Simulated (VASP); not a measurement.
# ZnO (NiAs type) (P6_3/mmc) in VASP: further runs

ZnO (NiAs type) is run at these levels: PBE; tasks: single point, relaxation of cell and atoms.

Program: VASP 6.6.1. These are calculated values, not measurements. Logs are shortened: lines on timing, memory, paths and dates and some standing lists are left out, and cuts for length are marked.

### 1 The cell of the first run

Symmetry: P6_3/mmc, No. 194, hexagonal system. Conventional cell: a = 2.486 Å, b = 2.486 Å, c = 4.710 Å, α = 90.00°, β = 90.00°, γ = 120.00°. Zn (site symmetry -3m) has 6 O at 1.86 Å and 8 Zn at 2.36 to 2.49 Å within 2.5 Å. O (site symmetry -6m2) has 6 Zn at 1.86 Å and 6 O at 2.49 Å within 2.5 Å.

### 2 Single point, PBE

File INCAR:

```
PREC = Accurate
ENCUT = 520
EDIFF = 1E-6
ISMEAR = -1
SIGMA = 0.1
LREAL = False
LASPH = True
NELM = 80
ALGO = Normal
ISIF = 2
LWAVE = False
LCHARG = False
GGA = PE
NBANDS = 26
```

File KPOINTS:

```
Automatic mesh
0
Gamma
  12 12 7
```

File POSCAR:

```
ZnO
1.0
    2.4861346036      0.0000000000      0.0000000000
   -1.2430673018      2.1530557240      0.0000000000
    0.0000000000      0.0000000000      4.7102167054
Zn O
2 2
Direct
    0.0000000000      0.0000000000      0.0000000000
    0.0000000000      0.0000000000      0.5000000000
    0.3333333333      0.6666666667      0.2500000000
    0.6666666667      0.3333333333      0.7500000000
```

Potentials or basis: VASP PAW PBE potentials, release 64 (Zn, O).

Run with:

```console
$ cat potpaw_PBE.64/Zn/POTCAR potpaw_PBE.64/O/POTCAR > POTCAR
$ mpirun -np 1 vasp_std > vasp.out
```

OUTCAR:

```text
PREC = Accurate
   ENCUT = 520
   EDIFF = 1E-6
   ISMEAR = -1
   LREAL = False
   LASPH = True
   NELM = 80
   ISIF = 2
   GGA = PE

 ion  position               nearest neighbor table
   1  0.000  0.000  0.000-   3 1.86   4 1.86   4 1.86   3 1.86   4 1.86   3 1.86   2 2.36   2 2.36

   2  0.000  0.000  0.500-   3 1.86   4 1.86   4 1.86   3 1.86   4 1.86   3 1.86   1 2.36   1 2.36

   3  0.333  0.667  0.250-   1 1.86   2 1.86   1 1.86   2 1.86   1 1.86   2 1.86
   4  0.667  0.333  0.750-   1 1.86   2 1.86   1 1.86   2 1.86   1 1.86   2 1.86

  LATTYP: Found a hexagonal cell.
 ALAT       =     2.4861346036
 C/A-ratio  =     1.8945944031

  Lattice vectors:

 A1 = (   2.4861346036,   0.0000000000,   0.0000000000)
 A2 = (  -1.2430673018,   2.1530557240,   0.0000000000)
 A3 = (   0.0000000000,   0.0000000000,   4.7102167054)

Analysis of symmetry for initial positions (statically):
=====================================================================
 Subroutine PRICEL returns:
 Original cell was already a primitive cell.

 Routine SETGRP: Setting up the symmetry group for a
 hexagonal supercell.

 Subroutine GETGRP returns: Found 24 space group operations
 (whereof 12 operations were pure point group operations)
 out of a pool of 24 trial point group operations.

The static configuration has the point symmetry D_3d.
 The point group associated with its full space group is D_6h.

Analysis of symmetry for dynamics (positions and initial velocities):
=====================================================================
 Subroutine PRICEL returns:
 Original cell was already a primitive cell.

 Routine SETGRP: Setting up the symmetry group for a
 hexagonal supercell.

 Subroutine GETGRP returns: Found 24 space group operations
 (whereof 12 operations were pure point group operations)
 out of a pool of 24 trial point group operations.

The dynamic configuration has the point symmetry D_3d.
 The point group associated with its full space group is D_6h.

 Subroutine INISYM returns: Found 24 space group operations
 (whereof 12 operations are pure point group operations),
 and found     1 'primitive' translations

----------------------------------------------------------------------------------------

                                     Primitive cell

  volume of cell :      25.2128

[... 90 lines left out ...]
   ENCUT  =  520.0 eV  38.22 Ry    6.18 a.u.   4.62  4.62  8.76*2*pi/ulx,y,z
   NELM   =     80;   NELMIN=  2; NELMDL= -5     # of ELM steps
   EDIFF  = 0.1E-05   stopping-criterion for ELM
   LREAL  =      F    real-space projection
   EDIFFG = 0.1E-04   stopping-criterion for IOM
   NSW    =      0    number of steps for IOM
   IBRION =     -1    ionic relax: 0-MD 1-quasi-New 2-CG
   NFREE  =      0    steps in history (QN), initial steepest desc. (CG)
   ISIF   =      2    stress and relaxation
   ISYM   =      2    0-nonsym 1-usesym 2-fastsym
   POTIM  = 0.5000    time-step for ionic-motion
   TEBEG  =    0.0;   TEEND  =   0.0 temperature during run
   PSTRESS=    0.0 pullay stress
   NELECT =      36.0000    total number of electrons
   NUPDOWN=      -1.0000    fix difference up-down
   EMIN   =  10.00;   EMAX   =-10.00  energy-range for DOS
   EFERMI =   0.00;   METHOD = LEGACY
   ISMEAR =    -1;   SIGMA  =   0.10  broadening in eV -4-tet -1-fermi 0-gaus
   EFERMI_NEDOS =   21; number of points for ismear=-14 and -15
   IALGO  =     38    algorithm
   IMIX   =      4    mixing-type and parameters
     AMIX     =   0.40;   BMIX     =  1.00
     AMIX_MAG =   1.60;   BMIX_MAG =  1.00
  volume/ion in A,a.u.               =       6.30        42.54
  Fermi-wavevector in a.u.,A,eV,Ry     =   1.843467  3.483648 46.237645  3.398371
  Thomas-Fermi vector in A             =   2.895153
   LORBIT       =      0    0 simple, 1 ext, 2 COOP (PROOUT), +10 PAW based schemes
   GGA     = PE    functional components
   LHFCALC =     F    Hartree Fock is set to
   AEXX    =    0.0000 exact exchange contribution
   IVDW    =     0    specifies the selected vdW correction
   LEPSILON=     F    determine dielectric tensor
   LRPA    =     F    only Hartree local field effects (RPA)
 non-spin polarized calculation
  energy-cutoff  :      520.00
  volume of cell :       25.21
 maximum number of plane-waves:       696
   NGX =  9   NGY =  9   NGZ = 17

 number of electron      35.9999983 magnetization

 Free energy of the ion-electron system (eV)
  ---------------------------------------------------
  ext. energy  EPLUGINS =         0.00000000
  ---------------------------------------------------
  free energy    TOTEN  =        -9.23344406 eV

  energy without entropy =       -9.23344405  energy(sigma->0) =       -9.23344405

 E-fermi :  10.5289     XC(G=0): -15.0227

 val. band max:        8.6683405822   @ k =   0.0000   0.0000   0.0000
 cond. band min:      12.0888876447   @ k =   0.0000   0.0000   0.0000
 fundamental gap:      3.4205470625
 Fermi energy:        10.5289320013

 k-point     1 :       0.0000    0.0000    0.0000
  band No.  band energies     occupation
      1     -15.3905      2.00000
      2     -12.9996      2.00000
      3      -4.3031      2.00000
      4       0.1188      2.00000
      5       0.1188      2.00000
      6       0.5698      2.00000
[... 685 lines left out ...]
     25      25.9513      0.00000
     26      29.3038      0.00000

 [... further k-points ...]

------------------------ aborting loop because EDIFF is reached ----------------------------------------

  FORCE on cell =-STRESS in cart. coord.  units (eV):
  Direction    XX          YY          ZZ          XY          YZ          ZX
  --------------------------------------------------------------------------------------
  -------------------------------------------------------------------------------------
  Total       37.4045060     37.4045060     37.8501062      0.0000000      0.0000000      0.0000000
  in kB     2376.9153164   2376.9153165   2405.2315255      0.0000000      0.0000000      0.0000000
  external PRESSURE =    2386.3540528 kB  Pullay stress =       0.0000000 kB

 VOLUME and BASIS-vectors are now :
 -----------------------------------------------------------------------------
  energy-cutoff  :      520.00
  volume of cell :       25.21
      direct lattice vectors                 reciprocal lattice vectors
     2.486134604  0.000000000  0.000000000     0.402230836  0.232228081  0.000000000
    -1.243067302  2.153055724  0.000000000     0.000000000  0.464456163  0.000000000
     0.000000000  0.000000000  4.710216705     0.000000000  0.000000000  0.212304457

 POSITION                                       TOTAL-FORCE (eV/Angst)
 -----------------------------------------------------------------------------------
      0.00000      0.00000      0.00000        -0.000000      0.000000     -0.000000
      0.00000      0.00000      2.35511         0.000000      0.000000     -0.000000
     -0.00000      1.43537      1.17755         0.000000      0.000000     -0.000000
      1.24307      0.71769      3.53266        -0.000000     -0.000000      0.000000
 -----------------------------------------------------------------------------------
    total drift:                                0.000000     -0.000000      0.000000

  FREE ENERGIE OF THE ION-ELECTRON SYSTEM (eV)
  ---------------------------------------------------
  free  energy   TOTEN  =        -9.2334440553 eV

  energy  without entropy=       -9.2334440540  energy(sigma->0) =       -9.23344405
```

stdout:

```text
POSCAR found type information on POSCAR ZnO
 POSCAR found :  2 types and       4 ions
 scaLAPACK will be used
 LDA part: xc-table for (Slater+PW92), standard interpolation
 POSCAR, INCAR and KPOINTS ok, starting setup
 FFT: planning ... GRIDC
 FFT: planning ... GRID_SOFT
 FFT: planning ... GRID
 WAVECAR not read
 entering main loop
```

Wall time 18 s (1 thread of Intel Xeon 6975P-C (Granite Rapids), shared host); peak memory 0.16 GiB.

Results:

| Item | Value |
| --- | --- |
| Free energy | -9.2334 eV |
| Pressure | 238.6 GPa |
| Band gap on the k mesh | 3.42 eV |

Stress tensor (GPa, compression positive):
```
237.69   0.00   0.00
  0.00 237.69   0.00
  0.00   0.00 240.52
```

Caveat: the cell stands under pressure; an odd mesh through Γ misses points on the zone boundary, where band edges can lie.

### 3 Relaxation of cell and atoms, PBE, target pressure 230 GPa, at which the enthalpy is minimised

This run uses another cell than the first one, of 6.19 Å³/atom.

File INCAR:

```
PREC = Accurate
ENCUT = 600
EDIFF = 1E-6
ISMEAR = -1
SIGMA = 0.1
LREAL = False
LASPH = True
NELM = 80
ALGO = Normal
ISIF = 3
LWAVE = False
LCHARG = False
GGA = PE
IBRION = 2
NSW = 60
EDIFFG = -0.005
PSTRESS = 2300.0
```

File KPOINTS:

```
regular mesh
0
Gamma
  12 12 7
```

File POSCAR:

```
ZnO
1.0
    2.6427394807      0.0000000000      0.0000000000
   -1.3213697403      2.2886795258      0.0000000000
    0.0000000000      0.0000000000      4.0962461950
Zn O
2 2
Direct
    0.0000000000      0.0000000000      0.0000000000
    0.0000000000      0.0000000000      0.5000000000
    0.3333333333      0.6666666667      0.2500000000
    0.6666666667      0.3333333333      0.7500000000
```

Potentials or basis: VASP PAW PBE potentials, release 64 (Zn, O).

Run with:

```console
$ cat potpaw_PBE.64/Zn/POTCAR potpaw_PBE.64/O/POTCAR > POTCAR
$ mpirun -np 1 vasp_std > vasp.out
```

OUTCAR:

```text
PREC = Accurate
   ENCUT = 600
   EDIFF = 1E-6
   ISMEAR = -1
   LREAL = False
   LASPH = True
   NELM = 80
   ISIF = 3
   GGA = PE
   IBRION = 2
   NSW = 60
   EDIFFG = -0.005
   PSTRESS = 2300.0

 ion  position               nearest neighbor table
   1  0.000  0.000  0.000-   3 1.84   4 1.84   3 1.84   4 1.84   4 1.84   3 1.84   2 2.05   2 2.05

   2  0.000  0.000  0.500-   3 1.84   4 1.84   3 1.84   4 1.84   4 1.84   3 1.84   1 2.05   1 2.05

   3  0.333  0.667  0.250-   1 1.84   2 1.84   1 1.84   2 1.84   1 1.84   2 1.84
   4  0.667  0.333  0.750-   1 1.84   2 1.84   1 1.84   2 1.84   1 1.84   2 1.84

  LATTYP: Found a hexagonal cell.
 ALAT       =     2.6427394807
 C/A-ratio  =     1.5500000000

  Lattice vectors:

 A1 = (   2.6427394807,   0.0000000000,   0.0000000000)
 A2 = (  -1.3213697403,   2.2886795258,   0.0000000000)
 A3 = (   0.0000000000,   0.0000000000,   4.0962461950)

Analysis of symmetry for initial positions (statically):
=====================================================================
 Subroutine PRICEL returns:
 Original cell was already a primitive cell.

 Routine SETGRP: Setting up the symmetry group for a
 hexagonal supercell.

 Subroutine GETGRP returns: Found 24 space group operations
 (whereof 12 operations were pure point group operations)
 out of a pool of 24 trial point group operations.

The static configuration has the point symmetry D_3d.
 The point group associated with its full space group is D_6h.

[... 174 lines left out ...]
  Total       38.1384012     38.1384012     51.6025171      0.0000000      0.0000000      0.0000000
  in kB     2466.3100758   2466.3100757   3336.9990330      0.0000001      0.0000000      0.0000000
  external PRESSURE =     456.5397282 kB  Pullay stress =    2300.0000000 kB
[... 103 lines left out ...]
  energy  without entropy=      -10.7022196483  energy(sigma->0) =      -10.70221965

  enthalpy is  TOTEN    =        27.5061004900 eV   P V=       38.2083201401

 E-fermi :   9.4979     XC(G=0): -14.7526

 val. band max:        7.9770699167   @ k =   0.0000   0.0000   0.0000
 cond. band min:      10.7358094536   @ k =   0.0000   0.0000   0.0000
 fundamental gap:      2.7587395369
 Fermi energy:         9.4978851615

 k-point     1 :       0.0000    0.0000    0.0000
  band No.  band energies     occupation
      1     -15.3762      2.00000
      2     -13.3194      2.00000
      3      -4.5841      2.00000
      4      -0.0306      2.00000
      5      -0.0306      2.00000
      6       0.1243      2.00000
[... 589 lines left out ...]
     21      18.9849      0.00000
     22      20.1285      0.00000

 [... further k-points ...]

[... ionic steps 4 to 8 ...]

--------------------------------------- Ionic step        9  -------------------------------------------

 number of electron      36.0000008 magnetization

------------------------ aborting loop because EDIFF is reached ----------------------------------------
[... 75 lines left out ...]
--------------------------------------- Ionic step       11  -------------------------------------------

 number of electron      36.0000005 magnetization

 Free energy of the ion-electron system (eV)
  ---------------------------------------------------
  ext. energy  EPLUGINS =         0.00000000
  ---------------------------------------------------
  free energy    TOTEN  =        -9.52918894 eV

  energy without entropy =       -9.52918894  energy(sigma->0) =       -9.52918894

 E-fermi :  10.3489     XC(G=0): -14.9722

 val. band max:        8.5364362125   @ k =   0.0000   0.0000   0.0000
 cond. band min:      11.8688164193   @ k =   0.0000   0.0000   0.0000
 fundamental gap:      3.3323802068
 Fermi energy:        10.3489247664

 k-point     1 :       0.0000    0.0000    0.0000
  band No.  band energies     occupation
      1     -15.3952      2.00000
      2     -13.0499      2.00000
      3      -4.3379      2.00000
      4       0.0770      2.00000
      5       0.0770      2.00000
      6       0.5016      2.00000
[... 626 lines left out ...]
  energy  without entropy=       -9.5291889352  energy(sigma->0) =       -9.52918894

  enthalpy is  TOTEN    =        26.9456272077 eV   P V=       36.4748161449

 reached required accuracy - stopping structural energy minimisation
```

It took 2.7 min on 1 thread of Intel Xeon 6975P-C (Granite Rapids), shared host; peak memory 0.19 GiB.

Results:

```
Free energy                                                : -9.5292 eV
Relaxed volume                                             : 6.35 Å³/atom
Relaxed cell                                               : a = 2.489 Å, b = 2.489 Å, c = 4.735 Å, α = 90.00°, β = 90.00°, γ = 120.00°
Space group after relaxing (to 0.1 Å)                      : P6_3/mmc (No. 194)
Energy change on relaxing (the run minimises the enthalpy) : -464.4 meV/atom
Ionic steps                                                : 11
Pressure after relaxing                                    : 230.1 GPa
Band gap on the k mesh                                     : 3.33 eV
```

Step by step:
```tsv
step	energy change (eV)	largest force (eV/Å)	pressure (GPa)	volume (Å³)
1	0.0000	0.0000	275.65	24.78
2	-7.2819	0.0000	80.72	31.43
3	-3.0306	0.0000	199.25	26.62
4	-2.7601	0.0000	205.90	26.42
5	-1.6162	0.0000	238.20	25.25
6	-1.4467	0.0000	241.96	25.13
7	-3.0149	0.0000	192.74	26.33
8	-1.8308	0.0000	230.29	25.39
9	-1.8128	0.0000	230.86	25.38
10	-1.8629	0.0000	229.85	25.41
11	-1.8575	0.0000	230.11	25.41
```

Final structure:
```
Zn O
1.0
     2.48934    0.00000    0.00000
    -1.24467    2.15584    0.00000
     0.00000    0.00000    4.73451
Zn O
2 2
Direct
  0.00000 0.00000 0.00000
  0.00000 0.00000 0.50000
  0.33333 0.66667 0.25000
  0.66667 0.33333 0.75000
```

Caveat: the cell is relaxed towards a set pressure, so the run minimises the enthalpy, not the energy; a cell axis changed by over 15 % at a fixed basis, so the end point is rough; an odd mesh through Γ misses points on the zone boundary, where band edges can lie.
